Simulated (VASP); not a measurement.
**C (a cell with a defect): single point with PBE**

C (a cell with a defect):

```
C
1.0
    -4.91212   -2.83601    6.69402
     4.91212   -2.83601    6.69402
     0.00000    5.67202    6.69402
C
63
Direct
  0.41657 0.16805 0.16641
  0.68032 0.40234 0.16602
  0.91634 0.66788 0.16621
  0.66405 0.16196 0.42167
  0.91603 0.41755 0.41591
  0.91624 0.16776 0.66617
  0.16610 0.41762 0.16601
  0.41678 0.66586 0.16628
  0.66688 0.91839 0.16673
  0.16617 0.16768 0.41605
  0.42007 0.41527 0.41317
  0.66643 0.66795 0.41629
  0.91280 0.91299 0.42158
  0.41430 0.16585 0.66812
  0.66630 0.41778 0.66615
  0.91666 0.66316 0.66799
  0.66666 0.16817 0.91653
  0.92140 0.41202 0.91490
  0.15331 0.92944 0.16604
  0.16614 0.66900 0.41310
  0.41656 0.91807 0.41642
  0.16900 0.41802 0.66113
  0.41638 0.66789 0.66628
  0.66363 0.91267 0.67133
  0.16321 0.17046 0.91500
  0.41637 0.41787 0.91628
  0.66738 0.66212 0.91886
  0.91658 0.91810 0.91645
  0.16633 0.91788 0.66621
  0.16629 0.66781 0.91621
  0.41320 0.91648 0.91894
  0.58341 0.08495 0.08324
  0.85201 0.31868 0.07766
  0.82431 0.07339 0.34900
  0.06976 0.10116 0.07770
  0.33292 0.33447 0.08281
  0.58835 0.57564 0.08462
  0.83329 0.83480 0.08311
  0.33304 0.08458 0.33290
  0.58633 0.32908 0.33289
  0.83285 0.58436 0.33269
  0.57994 0.07932 0.58838
  0.83275 0.33428 0.58259
  0.83315 0.08467 0.83298
  0.08282 0.58432 0.08269
  0.32660 0.83745 0.08465
  0.08253 0.33405 0.33238
  0.33407 0.58310 0.33132
  0.58326 0.83478 0.33308
  0.08284 0.08436 0.58268
  0.33565 0.33241 0.58003
  0.58297 0.58447 0.58278
  0.83017 0.82886 0.58826
  0.33053 0.08311 0.83477
  0.58304 0.33454 0.83290
  0.83393 0.57937 0.83466
  0.07995 0.83527 0.33278
  0.08324 0.58457 0.57995
  0.33302 0.83457 0.58286
  0.08720 0.33620 0.82476
  0.33292 0.58445 0.83282
  0.58069 0.82972 0.83756
  0.08296 0.83451 0.83285
```

```json
{
  "Program": "VASP 6.6.1",
  "Task": "single point",
  "Functional": "PBE",
  "Potentials or basis": "VASP PAW PBE potentials, release 64 (C)",
  "Cutoff": "520 eV",
  "k mesh": "3 × 3 × 3",
  "Occupations": "gaussian, width 0.05 eV",
  "Spin": "collinear spin",
  "Dipole correction": "no",
  "Further INCAR settings": "LREAL = Auto; ALGO = Normal; EDIFF = 1e-07; NBANDS = 167"
}
```

- Pressure: 3.3 GPa
- Largest force: 0.066 eV/Å
- Net moment: 1.57 μB per cell
- Site moments: C -0.00, -0.01, +0.00, +0.08, +0.52, +0.01, +0.05, +0.04, +0.03, +0.02 (each value once) μB
- Valence electrons inside the program's atomic spheres: C 2.67, 2.56, 2.70, 2.60, 2.65, 2.69, 2.68, 2.66, 2.42, 2.57, 2.59 (each value once)

Forces in eV/Å, atoms in the order of the input:
```
C    0.007  0.000 -0.002
C   -0.013 -0.002  0.002
C    0.002 -0.002  0.002
C   -0.001 -0.010 -0.003
C    0.005 -0.003 -0.006
C    0.001 -0.003  0.002
C   -0.005  0.003  0.001
C    0.004  0.000 -0.006
C   -0.008  0.004 -0.003
C    0.004  0.000 -0.001
C    0.000  0.005 -0.005
C    0.002 -0.001 -0.001
C   -0.006 -0.029  0.002
C   -0.009 -0.001  0.004
C   -0.005  0.005  0.002
C    0.009  0.005  0.001
C    0.002 -0.002 -0.006
C    0.038 -0.009  0.001
C   -0.004 -0.003 -0.001
C    0.014  0.002  0.006
C    0.005 -0.002 -0.014
C    0.002  0.000 -0.006
C    0.003 -0.001  0.000
C    0.006  0.001  0.006
C    0.009 -0.016 -0.006
C    0.003 -0.001 -0.008
C    0.003 -0.007 -0.004
C    0.005 -0.002 -0.012
C   -0.005  0.004  0.000
C    0.003  0.001  0.004
C   -0.001 -0.005 -0.009
C    0.000 -0.001  0.002
C   -0.060  0.026 -0.001
C   -0.012 -0.023  0.007
C    0.054  0.035 -0.009
C    0.004  0.011  0.001
C    0.001  0.016 -0.007
C    0.006  0.008 -0.001
C   -0.002  0.001 -0.005
C    0.013  0.000 -0.005
C   -0.004  0.003  0.000
C    0.004 -0.001  0.003
C    0.005  0.010  0.006
C   -0.003  0.003 -0.005
C   -0.003  0.001  0.012
C   -0.006  0.012  0.007
C   -0.008 -0.008  0.000
C    0.004 -0.004  0.001
C   -0.005 -0.009 -0.004
C   -0.004  0.001  0.012
C    0.000  0.006  0.002
C   -0.003  0.002  0.011
C   -0.003  0.008  0.003
C   -0.006  0.001 -0.001
C   -0.006 -0.011  0.000
C    0.003 -0.002  0.004
C   -0.005 -0.002  0.005
C   -0.010 -0.013  0.010
C    0.005  0.007 -0.002
C   -0.012  0.006  0.010
C   -0.003  0.001 -0.001
C   -0.004 -0.003  0.004
C   -0.006 -0.011  0.001
```

Stress tensor (GPa, compression positive):
```
-1.48  0.00  0.00
 0.00  7.87 -0.01
 0.00 -0.01  3.43
```

Levels at points of the mesh, in eV from the Fermi level:
Spin up:
| k point | band 123 | band 124 | band 125 | band 126 | band 127 | band 128 | band 129 | band 130 | band 131 | band 132 |
| --- | --- | --- | --- | --- | --- | --- | --- | --- | --- | --- |
| (0.00, 0.00, 0.00) | -1.78 | -1.74 | -1.70 | -0.34 | -0.17 | 1.51 | 1.54 | 1.65 | 1.66 | 2.20 |
Spin down:
```
           k point  band 121  band 122  band 123  band 124  band 125  band 126  band 127  band 128  band 129  band 130
(0.00, 0.00, 0.00)     -1.78     -1.75     -1.73     -1.67     -1.64     -0.03      1.54      1.57      1.66      1.80
```

It took 8.8 min on 1 × NVIDIA H100 80GB with 1 thread of AMD EPYC 7R13 Processor (Zen 3), on a shared host, peak memory 2.6 GiB.
